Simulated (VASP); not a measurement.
A run of VASP 6.6.1 is set up as follows.

The input INCAR:

```
SYSTEM = Zn6O
PREC = Accurate
ENCUT = 520
EDIFF = 1E-6
ISMEAR = 0
SIGMA = 0.2
LREAL = .FALSE.
LASPH = .TRUE.
NELM = 60
ALGO = Normal
ISIF = 2
LWAVE = .FALSE.
LCHARG = .TRUE.
GGA = PE
LELF = .TRUE.
LVHAR = .TRUE.
NBANDS = 48
```

KPOINTS

```
regular mesh
0
G
  4 4 4
  0 0 0
```

Contents of POSCAR:

```
Zn6O
1.0
    2.5497449431      1.4720959276      4.4709058727
   -2.5497449431      1.4720959276      4.4709058727
    0.0000000000     -2.9441918602      4.4709058711
Zn O
6 1
Direct
    0.4500027873      0.0798406313      0.7326501902
    0.0798406313      0.7326501902      0.4500027873
    0.2673498098      0.5499972127      0.9201593687
    0.9201593687      0.2673498098      0.5499972127
    0.5499972127      0.9201593687      0.2673498098
    0.7326501902      0.4500027873      0.0798406313
    0.0000000000      0.0000000000      0.0000000000
```

Potentials or basis: VASP PAW PBE potentials, release 64 (Zn, O).

Launch:

```bash
$ cat potpaw_PBE.64/Zn/POTCAR potpaw_PBE.64/O/POTCAR > POTCAR
$ mpirun -np 1 vasp_std > vasp.out
```

Task: Predict the pressure.

Result: 0.6 GPa.

Task: What does it give for the band gap on the k mesh?

Result: Zero (band 39 reaches 3.32 eV, above the bottom of band 40 at 2.52 eV).

Stress tensor (GPa, compression positive):
```
0.77 0.00 0.00
0.00 0.77 0.00
0.00 0.00 0.24
```

Caveat: the k points lie up to 0.37 Å⁻¹ apart.
